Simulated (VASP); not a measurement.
# Mg (Fm-3m) in VASP: a series of runs

Runs on Mg. Level: PBE. Tasks: density of states.

Everything below comes from runs of VASP 6.6.1. Logs are shortened: lines on timing, memory, paths and dates and some standing lists are left out, and cuts for length are marked.

## (1) The cell of the first run

The structure is cubic, space group Fm-3m (No. 225). Conventional cell: a = 3.333 Å, b = 3.333 Å, c = 3.333 Å, α = 90.00°, β = 90.00°, γ = 90.00°. Mg (site symmetry m-3m) has 12 Mg at 2.36 Å within 3.1 Å.

## (2) Density of states, PBE (volume scaled by 0.4)

POSCAR reads:

```
Mg
1.0
    0.0000000000      1.6663180056      1.6663180056
    1.6663180056      0.0000000000      1.6663180056
    1.6663180056      1.6663180056      0.0000000000
Mg
1
Direct
    0.0000000000      0.0000000000      0.0000000000
```

INCAR.step1 reads:

```
PREC     = Accurate       # precision mode
ENCUT    = 520            # plane-wave cutoff, eV
EDIFF    = 1E-6           # SCF threshold, eV
ISMEAR   = -1             # smearing method
SIGMA    = 0.08           # smearing width, eV
LREAL    = False          # projectors in reciprocal space
LASPH    = True           # aspherical terms in the spheres
NELM     = 100            # most SCF steps
ALGO     = Normal         # electronic algorithm
ISIF     = 2              # what is computed and relaxed
LWAVE    = False          # write WAVECAR
LCHARG   = True           # write CHGCAR
GGA      = PE             # functional
NBANDS   = 7              # bands
```

KPOINTS.step1 reads:

```
regular mesh
0
Gamma
  16 16 16
```

INCAR.step2 reads:

```
PREC     = Accurate       # precision mode
ENCUT    = 520            # plane-wave cutoff, eV
EDIFF    = 1E-6           # SCF threshold, eV
ISMEAR   = -5             # smearing method
SIGMA    = 0.08           # smearing width, eV
LREAL    = False          # projectors in reciprocal space
LASPH    = True           # aspherical terms in the spheres
NELM     = 100            # most SCF steps
ALGO     = Normal         # electronic algorithm
ISIF     = 2              # what is computed and relaxed
LWAVE    = False          # write WAVECAR
LCHARG   = False          # write CHGCAR
GGA      = PE             # functional
LORBIT   = 11             # projections on sites
NEDOS    = 1001           # points of the DOS
ICHARG   = 11             # starting density
```

KPOINTS.step2 reads:

```
regular mesh
0
Gamma
  24 24 24
```

Potentials or basis: VASP PAW PBE potentials, release 64 (Mg).

Started as:

```sh
cat potpaw_PBE.64/Mg/POTCAR > POTCAR
cp INCAR.step1 INCAR
cp KPOINTS.step1 KPOINTS
mpirun -np 1 vasp_std > vasp.out
cp INCAR.step2 INCAR
cp KPOINTS.step2 KPOINTS
mpirun -np 1 vasp_std > vasp.out
```

OUTCAR:

```text
PREC = Accurate
   ENCUT = 520
   EDIFF = 1E-6
   ISMEAR = -5
   LREAL = False
   LASPH = True
   NELM = 100
   ISIF = 2
   GGA = PE
   LORBIT = 11
   ICHARG = 11

 ion  position               nearest neighbor table
   1  0.000  0.000  0.000-

  LATTYP: Found a face centered cubic cell.
 ALAT       =     3.3326360112

  Lattice vectors:

 A1 = (   0.0000000000,   1.6663180056,   1.6663180056)
 A2 = (   1.6663180056,   0.0000000000,   1.6663180056)
 A3 = (   1.6663180056,   1.6663180056,   0.0000000000)

Analysis of symmetry for initial positions (statically):
=====================================================================
 Subroutine PRICEL returns:
 Original cell was already a primitive cell.

 Routine SETGRP: Setting up the symmetry group for a
 face centered cubic supercell.

 Subroutine GETGRP returns: Found 48 space group operations
 (whereof 48 operations were pure point group operations)
 out of a pool of 48 trial point group operations.

The static configuration has the point symmetry O_h .

Analysis of symmetry for dynamics (positions and initial velocities):
=====================================================================
 Subroutine PRICEL returns:
 Original cell was already a primitive cell.

 Routine SETGRP: Setting up the symmetry group for a
 face centered cubic supercell.

 Subroutine GETGRP returns: Found 48 space group operations
 (whereof 48 operations were pure point group operations)
 out of a pool of 48 trial point group operations.

The dynamic configuration has the point symmetry O_h .

 Subroutine INISYM returns: Found 48 space group operations
 (whereof 48 operations are pure point group operations),
 and found     1 'primitive' translations

----------------------------------------------------------------------------------------

                                     Primitive cell

  volume of cell :       9.2534

  direct lattice vectors                    reciprocal lattice vectors
     0.000000000  1.666318006  1.666318006    -0.300062772  0.300062772  0.300062772
     1.666318006  0.000000000  1.666318006     0.300062772 -0.300062772  0.300062772
     1.666318006  1.666318006  0.000000000     0.300062772  0.300062772 -0.300062772

  length of vectors
     2.356529523  2.356529523  2.356529523     0.519723967  0.519723967  0.519723967
[... 68 lines left out ...]
   ions per type =               1
   NGX,Y,Z   is equivalent  to a cutoff of  12.70, 12.70, 12.70 a.u.
   NGXF,Y,Z  is equivalent  to a cutoff of  25.40, 25.40, 25.40 a.u.
 SYSTEM =  unknown system
   PREC   = accura    normal or accurate (medium, high low for compatibility)
   ISTART =      0    job   : 0-new  1-cont  2-samecut
   ICHARG =     11    charge: 1-file 2-atom 10-const
   ISPIN  =      1    spin polarized calculation?
   LNONCOLLINEAR =      F non collinear calculations
   LSORBIT =      F    spin-orbit coupling
   LASPH  =      T    aspherical Exc in radial PAW
   ENCUT  =  520.0 eV  38.22 Ry    6.18 a.u.   4.38  4.38  4.38*2*pi/ulx,y,z
   NELM   =    100;   NELMIN=  2; NELMDL=  0     # of ELM steps
   EDIFF  = 0.1E-05   stopping-criterion for ELM
   LREAL  =      F    real-space projection
[... 7 lines left out ...]
   TEBEG  =    0.0;   TEEND  =   0.0 temperature during run
   PSTRESS=    0.0 pullay stress
   NELECT =       2.0000    total number of electrons
   NUPDOWN=      -1.0000    fix difference up-down
   EMIN   =  10.00;   EMAX   =-10.00  energy-range for DOS
   EFERMI =   0.00;   METHOD = LEGACY
   ISMEAR =    -5;   SIGMA  =   0.08  broadening in eV -4-tet -1-fermi 0-gaus
   EFERMI_NEDOS =   21; number of points for ismear=-14 and -15
   IALGO  =     38    algorithm
   IMIX   =      4    mixing-type and parameters
     AMIX     =   0.40;   BMIX     =  1.00
     AMIX_MAG =   1.60;   BMIX_MAG =  1.00
  volume/ion in A,a.u.               =       9.25        62.45
  Fermi-wavevector in a.u.,A,eV,Ry     =   0.982465  1.856589 13.132844  0.965237
  Thomas-Fermi vector in A             =   2.113549
   LORBIT       =     11    0 simple, 1 ext, 2 COOP (PROOUT), +10 PAW based schemes
   GGA     = PE    functional components
   LHFCALC =     F    Hartree Fock is set to
   AEXX    =    0.0000 exact exchange contribution
   IVDW    =     0    specifies the selected vdW correction
   LEPSILON=     F    determine dielectric tensor
   LRPA    =     F    only Hartree local field effects (RPA)
 non-spin polarized calculation
 Fermi weights with tetrahedron method with Bloechl corrections
  energy-cutoff  :      520.00
  volume of cell :        9.25
 maximum number of plane-waves:       265
 NGX is ok and might be reduce to    18

 number of electron       2.0000000 magnetization

 Free energy of the ion-electron system (eV)
  ---------------------------------------------------
  ext. energy  EPLUGINS =         0.00000000
  ---------------------------------------------------
  free energy    TOTEN  =         2.37589638 eV

  energy without entropy =        2.37589638  energy(sigma->0) =        2.37589638

 E-fermi :   9.8629     XC(G=0): -11.8662

 val. band max:       10.0920147088   @ k =  -0.4583   0.4583   0.0000
 cond. band min:       9.9059090322   @ k =  -0.3333   0.4583   0.2083
 fundamental gap:     -0.1861056766
 Fermi energy:         9.8628532995

 k-point     1 :       0.0000    0.0000    0.0000
  band No.  band energies     occupation
      1      -1.8862      2.00000
      2      28.9521      0.00000
      3      28.9521      0.00000
      4      28.9521      0.00000
      5      32.9055      0.00000
[... 177 lines left out ...]
 k-point    24 :       0.4583    0.0417    0.0000
  band No.  band energies     occupation
      1       5.5920      2.00000
      2       9.8269      1.02166
      3      26.1035      0.00000
      4      26.6910      0.00000
      5      31.8904      0.00000

 [... further k-points ...]
[... 5 lines left out ...]
  --------------------------------------------------------------------------------------
  -------------------------------------------------------------------------------------
  Total       10.9623613     10.9623613     10.9623613     -0.0000000     -0.0000000      0.0000000
  in kB     1898.0648021   1898.0648021   1898.0648021     -0.0000000     -0.0000000      0.0000000
  external PRESSURE =    1898.0648021 kB  Pullay stress =       0.0000000 kB

 VOLUME and BASIS-vectors are now :
 -----------------------------------------------------------------------------
  energy-cutoff  :      520.00
  volume of cell :        9.25
      direct lattice vectors                 reciprocal lattice vectors
     0.000000000  1.666318006  1.666318006    -0.300062772  0.300062772  0.300062772
     1.666318006  0.000000000  1.666318006     0.300062772 -0.300062772  0.300062772
     1.666318006  1.666318006  0.000000000     0.300062772  0.300062772 -0.300062772

 POSITION                                       TOTAL-FORCE (eV/Angst)
 -----------------------------------------------------------------------------------
      0.00000      0.00000      0.00000         0.000000      0.000000      0.000000
 -----------------------------------------------------------------------------------
    total drift:                                0.000000     -0.000000     -0.000000

  FREE ENERGIE OF THE ION-ELECTRON SYSTEM (eV)
  ---------------------------------------------------
  free  energy   TOTEN  =         2.3758963810 eV

  energy  without entropy=        2.3758963810  energy(sigma->0) =        2.37589638

 total charge

# of ion       s       p       d       tot
------------------------------------------
    1        0.363   0.419   0.086   0.868
```

Run time: 50 s. Hardware: 1 thread of Intel Xeon 8259CL, shared host; peak memory 0.13 GiB.

What came out:

| Item | Value |
| --- | --- |
| Valence electrons inside the program's atomic spheres | Mg 0.87 |

Levels at points of the mesh, in eV from the Fermi level:
```tsv
k point	band 1	band 2	band 3	band 4	band 5
(0.00, 0.00, 0.00)	-11.75	19.09	19.09	19.09	23.04
(0.50, 0.00, 0.00)	-3.18	-1.39	16.97	16.97	21.08
(0.50, 0.50, 0.00)	0.11	0.32	7.40	13.85	13.85
```

Caveat: the cell differs from its parent crystal (volume scaled by 0.4); tetrahedron occupations give inexact forces and stress in metals.

## (3) Density of states, PBE

This run uses another cell than the first one, of 23.13 Å³/atom, 2.500 times its volume.

POSCAR reads:

```
Mg
1.0
    0.0000000000      2.2615414746      2.2615414746
    2.2615414746      0.0000000000      2.2615414746
    2.2615414746      2.2615414746      0.0000000000
Mg
1
Direct
    0.0000000000      0.0000000000      0.0000000000
```

INCAR.step1 reads:

```
SYSTEM = Mg
PREC = Accurate
ENCUT = 520
EDIFF = 1E-6
ISMEAR = -1
SIGMA = 0.08
LREAL = .FALSE.
LASPH = .TRUE.
NELM = 60
ALGO = Normal
ISIF = 2
LWAVE = .FALSE.
LCHARG = .TRUE.
GGA = PE
NBANDS = 7
```

KPOINTS.step1 reads:

```
regular mesh
0
G
  16 16 16
  0 0 0
```

INCAR.step2 reads:

```
SYSTEM = Mg
PREC = Accurate
ENCUT = 520
EDIFF = 1E-6
ISMEAR = -5
SIGMA = 0.08
LREAL = .FALSE.
LASPH = .TRUE.
NELM = 60
ALGO = Normal
ISIF = 2
LWAVE = .FALSE.
LCHARG = .FALSE.
GGA = PE
LORBIT = 11
NEDOS = 2001
ICHARG = 11
```

KPOINTS.step2 reads:

```
regular mesh
0
G
  24 24 24
  0 0 0
```

Potentials or basis: VASP PAW PBE potentials, release 64 (Mg).

Started as:

```sh
cat potpaw_PBE.64/Mg/POTCAR > POTCAR
cp INCAR.step1 INCAR
cp KPOINTS.step1 KPOINTS
mpirun -np 1 vasp_std > vasp.out
cp INCAR.step2 INCAR
cp KPOINTS.step2 KPOINTS
mpirun -np 1 vasp_std > vasp.out
```

Wall time 14 s (1 thread of Intel Xeon Platinum 8488C (Sapphire Rapids), shared host); peak memory 0.18 GiB.

The run converged. Its results:

* Valence electrons inside the program's atomic spheres: Mg 0.35

Levels at points of the mesh, in eV from the Fermi level:
| k point | band 1 | band 2 | band 3 | band 4 | band 5 |
| --- | --- | --- | --- | --- | --- |
| (0.00, 0.00, 0.00) | -6.87 | 12.33 | 12.33 | 12.33 | 14.22 |
| (0.50, 0.00, 0.00) | -1.67 | -1.27 | 11.25 | 11.25 | 12.03 |
| (0.50, 0.50, 0.00) | -0.20 | 0.81 | 6.10 | 6.93 | 6.93 |

Caveat: tetrahedron occupations give inexact forces and stress in metals.
